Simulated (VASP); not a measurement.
Here is a VASP 6.6.1 calculation.

INCAR

```
SYSTEM = Ga3H5N3
PREC     = Accurate       ! precision mode
ENCUT    = 520            ! plane-wave cutoff, eV
EDIFF    = 1E-7           ! SCF threshold, eV
ISMEAR   = 0              ! smearing method
SIGMA    = 0.05           ! smearing width, eV
LREAL    = Auto         
LASPH    = .True.         ! aspherical terms in the spheres
NELM     = 100            ! most SCF steps
ALGO     = Normal         ! electronic algorithm
ISIF     = 2              ! what is computed and relaxed
LWAVE    = .False.        ! write WAVECAR
LCHARG   = .True.         ! write CHGCAR
GGA      = PE             ! functional
LELF     = .True.         ! ELF
LVHAR    = .True.       
NBANDS   = 76             ! bands
```

The input KPOINTS:

```
Automatic mesh
0
Gamma
  1 1 10
  0 0 0
```

The input POSCAR:

```
Ga3H5N3
1.0
   16.4000000000      0.0000000000      0.0000000000
    0.0000000000     18.8000000000      0.0000000000
    0.0000000000      0.0000000000      3.2162589135
Ga N H
6 6 10
Direct
    0.5490283371      0.7032524484      0.0000000000
    0.5490283371      0.4613121837      0.0000000000
    0.4509716629      0.5822823161      0.5000000000
    0.4509716629      0.3403420514      0.5000000000
    0.6470850113      0.5822823161      0.5000000000
    0.3529149887      0.4613121837      0.0000000000
    0.5490283371      0.6427673822      0.5000000000
    0.5490283371      0.4008271176      0.5000000000
    0.6470850113      0.5217972499      0.0000000000
    0.4509716629      0.5217972499      0.0000000000
    0.4509716629      0.2798569852      0.0000000000
    0.3529149887      0.4008271176      0.5000000000
    0.6271929488      0.7514673379      0.0000000000
    0.4708637254      0.7514673379      0.0000000000
    0.5998104415      0.3695027944      0.5000000000
    0.3728070512      0.6304972056      0.5000000000
    0.6978671157      0.4904729268      0.0000000000
    0.7252496230      0.6304972056      0.5000000000
    0.5017537673      0.2485326621      0.0000000000
    0.4001895585      0.2485326621      0.0000000000
    0.2747503770      0.5095270732      0.0000000000
    0.3021328843      0.3695027944      0.5000000000
```

Potentials or basis: VASP PAW PBE potentials, release 64 (Ga_d, N, H).

The run is started by

```console
$ cat potpaw_PBE.64/Ga_d/POTCAR potpaw_PBE.64/N/POTCAR potpaw_PBE.64/H/POTCAR > POTCAR
$ mpirun -np 1 vasp_std > vasp.out
```

Task: What does it give for the largest force?

Result: 2.540 eV/Å.

Forces on the atoms (eV/Å):
```
Ga  -0.033  0.804  0.000
Ga  -0.029  2.006  0.000
Ga  -0.312  1.855  0.000
Ga  -0.264  1.334  0.000
Ga   0.278  2.046  0.000
Ga  -0.566  2.143  0.000
N    0.174 -1.880  0.000
N   -0.817 -1.115  0.000
N   -1.053 -1.381  0.000
N    0.775 -2.419  0.000
N    0.097  0.009  0.000
N    1.409 -1.410  0.000
H    0.294 -0.022  0.000
H   -0.273 -0.025  0.000
H    0.292 -0.175  0.000
H   -0.088 -0.252  0.000
H    0.314 -0.016  0.000
H    0.135 -0.289  0.000
H    0.054 -0.429  0.000
H   -0.068 -0.401  0.000
H   -0.038 -0.319  0.000
H   -0.284 -0.065  0.000
```
